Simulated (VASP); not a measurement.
**GaN: single point with PBE**

The system is GaN.

```
Ga N
1.0
     2.34247    2.34247    0.00000
    -2.34247    2.34247    0.00000
     0.00000    0.00000    4.46660
Ga N
2 2
Direct
  0.00000 0.00000 0.00000
  0.50000 0.50000 0.50000
  0.50000 0.00000 0.25000
  0.00000 0.50000 0.75000
```

This cell differs from its parent crystal: biaxial strain in the a-b plane: +3.0 %.

| Item | Value |
| --- | --- |
| Program | VASP 6.6.1 |
| Task | single point |
| Functional | PBE |
| Potentials or basis | VASP PAW PBE potentials, release 64 (Ga_d, N) |
| Cutoff | 520 eV |
| k mesh | 8 × 8 × 6 |
| Occupations | gaussian, width 0.02 eV |
| Spin | no spin polarisation |
| Dipole correction | no |
| Further INCAR settings | ALGO = Normal; EDIFF = 1e-06; NBANDS = 26 |

The pressure is -6.3 GPa. The band gap on the k mesh is 1.15 eV.

Stress tensor (GPa, compression positive):
```
-8.06  0.00  0.00
 0.00 -8.06  0.00
 0.00  0.00 -2.70
```

Levels at points of the mesh, in eV from the valence-band top:
```tsv
k point	band 15	band 16	band 17	band 18	band 19	band 20	band 21	band 22
(0.00, 0.00, 0.00)	-2.82	-0.20	-0.20	0.00	1.15	3.04	5.64	9.67
(0.50, 0.00, 0.00)	-2.94	-2.94	-1.25	-1.25	5.66	5.66	6.96	6.96
(0.50, 0.50, 0.00)	-2.48	-2.48	-2.47	-2.47	3.30	3.30	6.35	6.35
(0.00, 0.00, 0.50)	-1.63	-1.63	-1.63	-1.63	4.28	4.28	6.53	6.53
(0.50, 0.00, 0.50)	-1.18	-1.18	-0.85	-0.85	4.00	4.00	8.25	8.25
(0.50, 0.50, 0.50)	-3.54	-3.54	-3.45	-3.45	6.18	6.18	7.63	7.63
```

It took 2.3 min on 1 thread of Intel Xeon 8259CL (shared host), peak memory 0.21 GiB.

Caveat: the cell differs from its parent crystal (biaxial strain in the a-b plane: +3.0 %); the cell stands under tension.
